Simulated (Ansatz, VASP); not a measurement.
**One calculation of Fe, two programs**

INCAR

```
SYSTEM = Fe
AGGAC = 1.0
AGGAX = 1.0
ALDAC = 0.0
ALDAX = 1.0
ALGO = Normal
EDIFF = 1E-6
ENCUT = 600
GGA = B5
GGA_COMPAT = .False.
ISIF = 2
ISMEAR = -1
ISPIN = 2
LASPH = .True.
LCHARG = .False.
LMAXMIX = 4
LORBIT = 11
LREAL = .False.
LWAVE = .False.
MAGMOM = -2.199 -2.199
NBANDS = 19
NELM = 200
PREC = Accurate
SIGMA = 0.05
```

The input KPOINTS:

```
k-points
0
Gamma
  18 18 18
  0 0 0
```

Contents of POSCAR:

```
Fe
1.0
    2.9127335472      0.0000000000      0.0000000000
    0.0000000000      2.9127335472      0.0000000000
    0.0000000000      0.0000000000      2.9127335472
Fe
2
Direct
    0.0000000000      0.0000000000      0.0000000000
    0.5000000000      0.5000000000      0.5000000000
```

Input for Ansatz:

```yaml
crystal:
  lattice:
    - [2.9127335472, 0.0, 0.0]
    - [0.0, 2.9127335472, 0.0]
    - [0.0, 0.0, 2.9127335472]
  atoms:
    - { symbol: Fe, position: [0.0, 0.0, 0.0], spin: -2.199 }
    - { symbol: Fe, position: [0.5, 0.5, 0.5], spin: -2.199 }
hamiltonian:
  xc: blyp
  pseudopotentials:
    kind: paw
    azcp:
      Fe: "pseudopotentials/Fe.paw.azcp"
basis:
  ecutwfc: 420
  fft_grid_basis: typed
kpoints:
  mp_grid: { grid: [18, 18, 18], shift: [0, 0, 0] }
magnetization:
  spin_polarized: true
scf:
  occupations: { method: fermi_dirac, width: 0.05 }
output:
  stress: true
```

Alike in both runs: task single point; functional BLYP; k mesh 18 × 18 × 18; occupations fermi-dirac, width 0.05 eV; collinear spin.

|  | VASP | Ansatz |
| --- | --- | --- |
| version | VASP 6.6.1 | Ansatz 0.2.0 |
| potentials or method | VASP PAW PBE potentials, release 64 (Fe), cutoff 600 eV | plane waves (420 eV) with PAW, scalar-relativistic |
| valence electrons in the cell | 16 | 32 |

|  | VASP | Ansatz | Ansatz less VASP |
| --- | --- | --- | --- |
| pressure (GPa) | -5.5 | -5.9 | -0.38 |
| net moment per atom (μB) | 2.31 | 2.29 | -0.016 |
| size of the moment on the site where the two differ most (μB) | 2.31 | 2.34 | +0.029 |

VASP's potentials were made for PBE, not for BLYP. Site moments also hang on the region over which each program counts them. VASP's potentials hold 16 valence electrons a cell and Ansatz's 32, so a difference there can come from the potentials and not from the codes.
